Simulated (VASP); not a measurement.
# Pt (I4/mmm) in VASP: single point with LDA

Aim: the single point of Pt with LDA.

Program: VASP 6.6.1. These are calculated values, not measurements. Logs are shortened: lines on timing, memory, paths and dates and some standing lists are left out, and cuts for length are marked.

## 1. The cell of the first run

It takes space group I4/mmm (No. 139, tetragonal). The conventional cell has a = 2.725 Å, b = 2.725 Å, c = 3.947 Å, α = 90.00°, β = 90.00°, γ = 90.00°. Within 3.6 Å of Pt (site symmetry 4/mmm) lie 12 Pt at 2.73 to 2.76 Å.

## 2. Single point, LDA

The input, INCAR:

```
PREC     = Accurate       # precision mode
ENCUT    = 520            # plane-wave cutoff, eV
EDIFF    = 1E-6           # SCF threshold, eV
ISMEAR   = 0              # smearing method
SIGMA    = 0.1            # smearing width, eV
LREAL    = F              # projectors in reciprocal space
LASPH    = T              # aspherical terms in the spheres
NELM     = 100            # most SCF steps
ALGO     = Fast           # electronic algorithm
ISIF     = 2              # what is computed and relaxed
LWAVE    = F              # write WAVECAR
LCHARG   = F              # write CHGCAR
GGA      = CA             # functional
NBANDS   = 17             # bands
```

The input, KPOINTS:

```
Automatic mesh
0
Gamma
  9 9 17
```

The input, POSCAR:

```
Pt
1.0
    3.8540230007      0.0000000000      0.0000549986
    0.0000000000      3.8540230011      0.0000000000
   -1.9269833735      0.0000000000      1.9734956961
Pt
2
Direct
    0.0000000000      0.0000000000      0.0000000000
    0.5000000000      0.5000000000      0.0000000000
```

Potentials or basis: VASP PAW LDA potentials, release 64 (Pt).

The run is started by

```console
cat potpaw_LDA.64/Pt/POTCAR > POTCAR
mpirun -np 1 vasp_std > vasp.out
```

OUTCAR:

```text
PREC = Accurate
   ENCUT = 520
   EDIFF = 1E-6
   ISMEAR = 0
   LREAL = F
   LASPH = T
   NELM = 100
   ISIF = 2
   GGA = CA

 ion  position               nearest neighbor table
   1  0.000  0.000  0.000-   2 2.73   2 2.73   2 2.73   2 2.73   2 2.76   2 2.76   2 2.76   2 2.76

   2  0.500  0.500  0.000-   1 2.73   1 2.73   1 2.73   1 2.73   1 2.76   1 2.76   1 2.76   1 2.76

  LATTYP: Found a simple monoclinic cell.
 ALAT       =     2.7582512910
 B/A-ratio  =     1.3972704422
 C/A-ratio  =     1.0000285148
 COS(beta)  =    -0.0238454910

  Lattice vectors:

 A1 = (  -1.9269833735,   0.0000000000,   1.9734956961)
 A2 = (   0.0000000000,   3.8540230011,   0.0000000000)
 A3 = (  -1.9270396272,   0.0000000000,  -1.9735506947)

Analysis of symmetry for initial positions (statically):
=====================================================================
 Subroutine PRICEL returns following result:

  LATTYP: Found a base centered monoclinic cell.
 ALAT       =     3.8540230011
 B/A-ratio  =     1.0000000000
 C/A-ratio  =     0.7156810663
 COS(beta)  =    -0.6986148133

  Lattice vectors:

 A1 = (   1.9270115003,  -1.9270115005,   0.0000274993)
 A2 = (   1.9270115003,   1.9270115005,   0.0000274993)
 A3 = (  -1.9269833735,   0.0000000000,   1.9734956961)

   2 primitive cells build up your supercell.

 Routine SETGRP: Setting up the symmetry group for a
 simple monoclinic supercell.

 Subroutine GETGRP returns: Found  4 space group operations
 (whereof  4 operations were pure point group operations)
 out of a pool of  4 trial point group operations.

The static configuration has the point symmetry C_2h.

Analysis of symmetry for dynamics (positions and initial velocities):
=====================================================================
 Subroutine PRICEL returns following result:

  LATTYP: Found a base centered monoclinic cell.
 ALAT       =     3.8540230011
 B/A-ratio  =     1.0000000000
 C/A-ratio  =     0.7156810663
 COS(beta)  =    -0.6986148133

  Lattice vectors:

 A1 = (   1.9270115003,  -1.9270115005,   0.0000274993)
 A2 = (   1.9270115003,   1.9270115005,   0.0000274993)
 A3 = (  -1.9269833735,   0.0000000000,   1.9734956961)

   2 primitive cells build up your supercell.

 Routine SETGRP: Setting up the symmetry group for a
 simple monoclinic supercell.

 Subroutine GETGRP returns: Found  4 space group operations
 (whereof  4 operations were pure point group operations)
 out of a pool of  4 trial point group operations.

The dynamic configuration has the point symmetry C_2h.

 Subroutine INISYM returns: Found  4 space group operations
 (whereof  4 operations are pure point group operations),
 and found     2 'primitive' translations

----------------------------------------------------------------------------------------

                                     Primitive cell

  volume of cell :      14.6569

  direct lattice vectors                    reciprocal lattice vectors
     1.927011500 -1.927011501  0.000027499     0.259465516 -0.259469131  0.253350304
     1.927011500  1.927011501  0.000027499     0.259465516  0.259469131  0.253350304
    -1.926983373  0.000000000  1.973495696    -0.000007231  0.000000000  0.506708005

  length of vectors
     2.725205799  2.725205799  2.758251291     0.445906897  0.445906897  0.506708005

  position of ions in fractional coordinates (direct lattice)
     0.000000000  0.000000000  0.000000000

  ion indices of the primitive-cell ions
   primitive index   ion index
                 1           1

----------------------------------------------------------------------------------------

 KPOINTS: Automatic mesh

Automatic generation of k-mesh.
 Grid dimensions read from file:
 generate k-points for:    9    9   17

 Generating k-lattice:

  Cartesian coordinates                     Fractional coordinates (reciprocal lattice)
     0.028829502  0.000000000  0.028150034     0.111111111  0.000000000 -0.000000000
     0.000000000  0.028829903  0.000000000     0.000000000  0.111111111  0.000000000
    -0.000000425  0.000000000  0.029806353     0.000000000  0.000000000  0.058823529

  Length of vectors
     0.040293481  0.028829903  0.029806353

  Shift w.r.t. Gamma in fractional coordinates (k-lattice)
     0.000000000  0.000000000  0.000000000

 Subroutine IBZKPT returns following result:
 ===========================================

 Found    385 irreducible k-points:

 Following reciprocal coordinates:
            Coordinates               Weight
  0.000000  0.000000  0.000000      1.000000
  0.111111  0.000000  0.000000      2.000000
  0.222222  0.000000  0.000000      2.000000
  0.333333  0.000000  0.000000      2.000000
  0.444444  0.000000  0.000000      2.000000
  0.000000  0.111111  0.000000      2.000000
[... 16 lines left out ...]
  0.222222  0.444444  0.000000      4.000000
  0.333333  0.444444  0.000000      4.000000
 [... further k-points ...]
   k-points           NKPTS =    385   k-points in BZ     NKDIM =    385   number of bands    NBANDS=     17
   number of dos      NEDOS =    301   number of ions     NIONS =      2
   total plane-waves  NPLWV =  21600
   dimension x,y,z NGX =    30 NGY =   30 NGZ =   24
   dimension x,y,z NGXF=    60 NGYF=   60 NGZF=   48
   ions per type =               2
   NGX,Y,Z   is equivalent  to a cutoff of  12.94, 12.94, 14.47 a.u.
   NGXF,Y,Z  is equivalent  to a cutoff of  25.88, 25.88, 28.93 a.u.
 SYSTEM =  unknown system
   PREC   = accura    normal or accurate (medium, high low for compatibility)
   ISTART =      0    job   : 0-new  1-cont  2-samecut
   ICHARG =      2    charge: 1-file 2-atom 10-const
   ISPIN  =      1    spin polarized calculation?
   LNONCOLLINEAR =      F non collinear calculations
   LSORBIT =      F    spin-orbit coupling
   LASPH  =      T    aspherical Exc in radial PAW
   ENCUT  =  520.0 eV  38.22 Ry    6.18 a.u.   7.17  7.17  5.13*2*pi/ulx,y,z
   NELM   =    100;   NELMIN=  2; NELMDL= -5     # of ELM steps
   EDIFF  = 0.1E-05   stopping-criterion for ELM
   LREAL  =      F    real-space projection
   EDIFFG = 0.1E-04   stopping-criterion for IOM
   NSW    =      0    number of steps for IOM
   IBRION =     -1    ionic relax: 0-MD 1-quasi-New 2-CG
   NFREE  =      0    steps in history (QN), initial steepest desc. (CG)
   ISIF   =      2    stress and relaxation
   ISYM   =      2    0-nonsym 1-usesym 2-fastsym
   POTIM  = 0.5000    time-step for ionic-motion
   TEBEG  =    0.0;   TEEND  =   0.0 temperature during run
   PSTRESS=    0.0 pullay stress
   NELECT =      20.0000    total number of electrons
   NUPDOWN=      -1.0000    fix difference up-down
   EMIN   =  10.00;   EMAX   =-10.00  energy-range for DOS
   EFERMI =   0.00;   METHOD = LEGACY
   ISMEAR =     0;   SIGMA  =   0.10  broadening in eV -4-tet -1-fermi 0-gaus
   EFERMI_NEDOS =   21; number of points for ismear=-14 and -15
   IALGO  =     68    algorithm
   IMIX   =      4    mixing-type and parameters
     AMIX     =   0.40;   BMIX     =  1.00
     AMIX_MAG =   1.60;   BMIX_MAG =  1.00
  volume/ion in A,a.u.               =      14.66        98.91
  Fermi-wavevector in a.u.,A,eV,Ry     =   1.441212  2.723496 28.260554  2.077092
  Thomas-Fermi vector in A             =   2.559870
   LORBIT       =      0    0 simple, 1 ext, 2 COOP (PROOUT), +10 PAW based schemes
   GGA     = CA    functional components
   LHFCALC =     F    Hartree Fock is set to
   AEXX    =    0.0000 exact exchange contribution
   IVDW    =     0    specifies the selected vdW correction
   LEPSILON=     F    determine dielectric tensor
   LRPA    =     F    only Hartree local field effects (RPA)
 non-spin polarized calculation
 RMM-DIIS sequential band-by-band and
 Gauss-broadening in eV      SIGMA  =   0.10
  energy-cutoff  :      520.00
  volume of cell :       29.31
 maximum number of plane-waves:       804
 NGX is ok and might be reduce to    30
   NGX = 15   NGY = 15   NGZ = 11

 number of electron      19.9999997 magnetization

 Free energy of the ion-electron system (eV)
  ---------------------------------------------------
  ext. energy  EPLUGINS =         0.00000000
  ---------------------------------------------------
  free energy    TOTEN  =       -15.01449793 eV

  energy without entropy =      -14.99692423  energy(sigma->0) =      -15.00571108

 E-fermi :  11.7036     XC(G=0): -13.8529

 val. band max:       11.7033965995   @ k =   0.4444   0.4444   0.4706
 cond. band min:      11.7040938189   @ k =   0.3333   0.3333   0.0588
 fundamental gap:      0.0006972193
 Fermi energy:        11.7035545059

 k-point     1 :       0.0000    0.0000    0.0000
  band No.  band energies     occupation
      1       1.1350      2.00000
      2       4.2980      2.00000
      3       4.7526      2.00000
      4       7.5140      2.00000
      5       7.8060      2.00000
      6       7.8120      2.00000
[... 9 lines left out ...]
     16      26.2492      0.00000
     17      30.9005      0.00000

 k-point     2 :       0.1111    0.0000    0.0000
  band No.  band energies     occupation
      1       1.4711      2.00000
      2       4.5242      2.00000
      3       4.9834      2.00000
      4       7.4441      2.00000
      5       7.8390      2.00000
      6       7.9706      2.00000
[... 9 lines left out ...]
     16      26.7813      0.00000
     17      29.9419      0.00000

 k-point     3 :       0.2222    0.0000    0.0000
  band No.  band energies     occupation
      1       2.4102      2.00000
      2       4.9997      2.00000
      3       5.7111      2.00000
      4       7.1234      2.00000
      5       8.1577      2.00000
      6       8.2238      2.00000
[... 9 lines left out ...]
     16      27.9862      0.00000
     17      28.0641      0.00000

 k-point     4 :       0.3333    0.0000    0.0000
  band No.  band energies     occupation
      1       3.7445      2.00000
      2       5.5582      2.00000
      3       6.5430      2.00000
      4       6.8131      2.00000
      5       7.8639      2.00000
      6       8.0660      2.00000
[... 9 lines left out ...]
     16      28.5037      0.00000
     17      28.5222      0.00000
[... 343 lines left out ...]
      1       3.7705      2.00000
      2       4.5572      2.00000
      3       6.0015      2.00000
      4       6.4639      2.00000
      5       8.1235      2.00000
      6       8.2037      2.00000
[... 9 lines left out ...]
     16      29.2329      0.00000
     17      29.5168      0.00000

 k-point    23 :       0.2222    0.4444    0.0000
  band No.  band energies     occupation
      1       4.0932      2.00000
      2       4.6931      2.00000
      3       6.8354      2.00000
      4       7.1050      2.00000
      5       7.6354      2.00000
      6       7.8786      2.00000
[... 9 lines left out ...]
     16      28.1872      0.00000
     17      29.3400      0.00000

 k-point    24 :       0.3333    0.4444    0.0000
  band No.  band energies     occupation
      1       4.1063      2.00000
      2       4.4321      2.00000
      3       7.4679      2.00000
      4       7.7149      2.00000
      5       7.9502      2.00000
      6       8.0502      2.00000
[... 9 lines left out ...]
     16      26.8880      0.00000
     17      30.0497      0.00000

 [... further k-points ...]
[... 5 lines left out ...]
  --------------------------------------------------------------------------------------
  -------------------------------------------------------------------------------------
  Total        0.7676497      0.7065313      0.1317734      0.0000000      0.0000000      0.0005725
  in kB       41.9568458     38.6163444      7.2022395      0.0000000      0.0000000      0.0312882
  external PRESSURE =      29.2584766 kB  Pullay stress =       0.0000000 kB

 VOLUME and BASIS-vectors are now :
 -----------------------------------------------------------------------------
  energy-cutoff  :      520.00
  volume of cell :       29.31
      direct lattice vectors                 reciprocal lattice vectors
     3.854023001  0.000000000  0.000054999     0.259465516  0.000000000  0.253350304
     0.000000000  3.854023001  0.000000000     0.000000000  0.259469131  0.000000000
    -1.926983373  0.000000000  1.973495696    -0.000007231  0.000000000  0.506708005

 POSITION                                       TOTAL-FORCE (eV/Angst)
 -----------------------------------------------------------------------------------
      0.00000      0.00000      0.00000         0.000000      0.000000      0.000000
      1.92701      1.92701      0.00003        -0.000000     -0.000000     -0.000000
 -----------------------------------------------------------------------------------
    total drift:                                0.000000      0.000000     -0.000000

  FREE ENERGIE OF THE ION-ELECTRON SYSTEM (eV)
  ---------------------------------------------------
  free  energy   TOTEN  =       -15.0144979276 eV

  energy  without entropy=      -14.9969242258  energy(sigma->0) =      -15.00571108
```

Run time: 1.8 min. Hardware: 1 thread of Intel Xeon Platinum 8488C (Sapphire Rapids), shared host; peak memory 0.27 GiB.

Results:

- Free energy: -15.0145 eV
- Pressure: 2.9 GPa
- Band gap on the k mesh: zero (band 10 reaches 12.36 eV, above the bottom of band 11 at 10.60 eV)

Stress tensor (GPa, compression positive):
```
4.20 0.00 0.00
0.00 3.86 0.00
0.00 0.00 0.72
```

Caveat: spin-orbit coupling is left out, which moves the levels of the heavy elements.
